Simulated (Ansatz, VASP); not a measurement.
# Two plane-wave programs on Ir

Contents of INCAR:

```
PREC = Accurate ; ENCUT = 500
EDIFF = 1E-6 ; ISMEAR = 0
SIGMA = 0.1 ; LREAL = F
LASPH = T ; NELM = 120
ALGO = Normal ; ISIF = 2
LWAVE = F ; LCHARG = T
GGA = PE ; LELF = T
LVHAR = T ; NBANDS = 10
GGA_COMPAT = F
```

The input KPOINTS:

```
regular mesh
0
Gamma
  10 10 10
```

File POSCAR:

```
Ir
1.0
    0.0000000000      1.9269646676      1.9269646676
    1.9269646676      0.0000000000      1.9269646676
    1.9269646676      1.9269646676      0.0000000000
Ir
1
Direct
    0.0000000000      0.0000000000      0.0000000000
```

Input for Ansatz:

```yaml
crystal:
  lattice:
    - [0.0, 1.9269646676, 1.9269646676]
    - [1.9269646676, 0.0, 1.9269646676]
    - [1.9269646676, 1.9269646676, 0.0]
  atoms:
    - { symbol: Ir, position: [0.0, 0.0, 0.0] }
basis:
  ecutwfc: 500
kpoints:
  mp_grid: { grid: [10, 10, 10] }
hamiltonian:
  xc: pbe
scf:
  occupations: { method: gaussian, width: 0.1 }
  max_iter: 40
output:
  forces: true
  stress: true
  eigenvalues: true
  populations: true
```

Alike in both runs: task single point; functional PBE; k mesh 10 × 10 × 10; occupations gaussian, width 0.1 eV; no spin polarisation.

```csv
,VASP,Ansatz
version,VASP 6.6.1,Ansatz 0.2.0
potentials or method,"VASP PAW PBE potentials, release 64 (Ir), cutoff 500 eV","scalar-relativistic, plane waves, PAW"
valence electrons in the cell,9,17
```

Ansatz gave:

| Quantity | Value |
| --- | --- |
| gap on the k mesh at the Fermi level (eV) | none |
| pressure (GPa) | 4.7 |

Question: Which values does VASP return?

Answer: gap on the k mesh at the Fermi level (eV): none; pressure (GPa): 5.2.

A gap of «none» marks a metal or a gap that the smearing closes. VASP's potentials hold 9 valence electrons a cell and Ansatz's 17, so a difference there can come from the potentials and not from the codes.

Neither program's run includes spin-orbit coupling.
